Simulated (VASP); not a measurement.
Write the native input for VASP 6.6.1 that does the following.

- Task: single point
- Functional: LDA
- Potentials or basis: VASP PAW LDA potentials, release 64 (H)
- Cutoff: 520 eV
- k mesh: 12 × 12 × 12
- Occupations: gaussian, width 0.1 eV
- Spin: collinear spin
- Starting moments: [1.0] μB
- Dipole correction: no
- Further INCAR settings: ALGO = Normal; EDIFF = 1e-07; NBANDS = 10

The structure of H lies in POSCAR:

```
H
1.0
   -1.5482797468      2.6816991858      0.0000000000
   -3.0965594936      0.0000000000      0.0000000000
   -1.5482797468      0.8938997286      4.7948803090
H
1
Direct
    0.0000000000      0.0000000000      0.0000000000
```

These files were run (other wordings do the same):

INCAR

```
SYSTEM = H
PREC     = Accurate       ! precision mode
ENCUT    = 520            ! plane-wave cutoff, eV
EDIFF    = 1E-7           ! SCF threshold, eV
ISMEAR   = 0              ! smearing method
SIGMA    = 0.1            ! smearing width, eV
LREAL    = .FALSE.        ! projectors in reciprocal space
LASPH    = .TRUE.         ! aspherical terms in the spheres
NELM     = 150            ! most SCF steps
ALGO     = Normal         ! electronic algorithm
ISIF     = 2              ! what is computed and relaxed
LWAVE    = .FALSE.        ! write WAVECAR
LCHARG   = .FALSE.        ! write CHGCAR
ISPIN    = 2              ! spin polarisation
MAGMOM   = 1              ! initial moments
LORBIT   = 11             ! projections on sites
GGA      = CA             ! functional
NBANDS   = 10             ! bands
```

KPOINTS

```
Automatic mesh
0
G
  12 12 12
  0 0 0
```

Potentials or basis: VASP PAW LDA potentials, release 64 (H).

Command:

```bash
$ cat potpaw_LDA.64/H/POTCAR > POTCAR
$ mpirun -np 1 vasp_std > vasp.out
```

It gave:

| Quantity | Value |
| --- | --- |
| Pressure | 0.1 GPa |
| Band gap on the k mesh | 1.97 eV (least direct gap 4.29 eV) |
| Net moment | 1.00 μB per cell |
| Site moments | H +0.36 μB |
| Valence electrons inside the program's atomic spheres | H 0.36 |

Run time: 42 s on 1 thread of Intel(R) Xeon(R) 6975P-C (Granite Rapids) (shared host), peak memory 0.21 GiB.
